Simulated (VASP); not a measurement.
Write the native input for VASP 6.6.1 that does the following.

| Property | Result |
| --- | --- |
| Task | density of states |
| Functional | PBE |
| Potentials or basis | VASP PAW PBE potentials, release 64 (Se) |
| Cutoff | 520 eV |
| k mesh | 14 × 14 × 8 |
| Occupations | fermi-dirac, width 0.08 eV |
| Spin | no spin polarisation |
| Dipole correction | no |
| k mesh for the DOS | 21 × 21 × 12 |
| Occupations for the DOS | tetrahedron |
| Further INCAR settings | ALGO = Normal; EDIFF = 1e-07; NBANDS = 13 |

Crystal: Se.

```
Se
1.0
     2.47822    0.00000    0.00000
    -1.23911    2.14620    0.00000
     0.00000    0.00000    3.77558
Se
2
Direct
  0.33333 0.66667 0.25000
  0.66667 0.33333 0.75000
```

This cell differs from its parent crystal: volume scaled by 0.45.

These files were run (other wordings do the same):

POSCAR

```
Se
1.0
    2.4782198832      0.0000000000      0.0000000000
   -1.2391099416      2.1462013751      0.0000000000
    0.0000000000      0.0000000000      3.7755762236
Se
2
Direct
    0.3333333333      0.6666666667      0.2500000000
    0.6666666667      0.3333333333      0.7500000000
```

INCAR.step1

```
SYSTEM = Se
PREC     = Accurate       ! precision mode
ENCUT    = 520            ! plane-wave cutoff, eV
EDIFF    = 1E-7           ! SCF threshold, eV
ISMEAR   = -1             ! smearing method
SIGMA    = 0.08           ! smearing width, eV
LREAL    = .FALSE.        ! projectors in reciprocal space
LASPH    = .TRUE.         ! aspherical terms in the spheres
NELM     = 60             ! most SCF steps
ALGO     = Normal         ! electronic algorithm
ISIF     = 2              ! what is computed and relaxed
LWAVE    = .FALSE.        ! write WAVECAR
LCHARG   = .TRUE.         ! write CHGCAR
GGA      = PE             ! functional
NBANDS   = 13             ! bands
```

KPOINTS.step1

```
regular mesh
0
G
  14 14 8
  0 0 0
```

INCAR.step2

```
SYSTEM = Se
PREC     = Accurate       ! precision mode
ENCUT    = 520            ! plane-wave cutoff, eV
EDIFF    = 1E-7           ! SCF threshold, eV
ISMEAR   = -5             ! smearing method
SIGMA    = 0.08           ! smearing width, eV
LREAL    = .FALSE.        ! projectors in reciprocal space
LASPH    = .TRUE.         ! aspherical terms in the spheres
NELM     = 60             ! most SCF steps
ALGO     = Normal         ! electronic algorithm
ISIF     = 2              ! what is computed and relaxed
LWAVE    = .FALSE.        ! write WAVECAR
LCHARG   = .FALSE.        ! write CHGCAR
GGA      = PE             ! functional
LORBIT   = 11             ! projections on sites
NBANDS   = 13             ! bands
NEDOS    = 2001           ! points of the DOS
ICHARG   = 11             ! starting density
```

KPOINTS.step2

```
regular mesh
0
G
  21 21 12
  0 0 0
```

Potentials or basis: VASP PAW PBE potentials, release 64 (Se).

The run is started by

```sh
$ cat potpaw_PBE.64/Se/POTCAR > POTCAR
$ cp INCAR.step1 INCAR
$ cp KPOINTS.step1 KPOINTS
$ mpirun -np 1 vasp_std > vasp.out
$ cp INCAR.step2 INCAR
$ cp KPOINTS.step2 KPOINTS
$ mpirun -np 1 vasp_std > vasp.out
```

It gave:

```yaml
Valence_electrons_inside_the_program's_atomic_spheres: Se 4.38
```

It took 33 s on 1 thread of AMD EPYC 9R14 (Zen 4), on a shared host, peak memory 0.16 GiB.
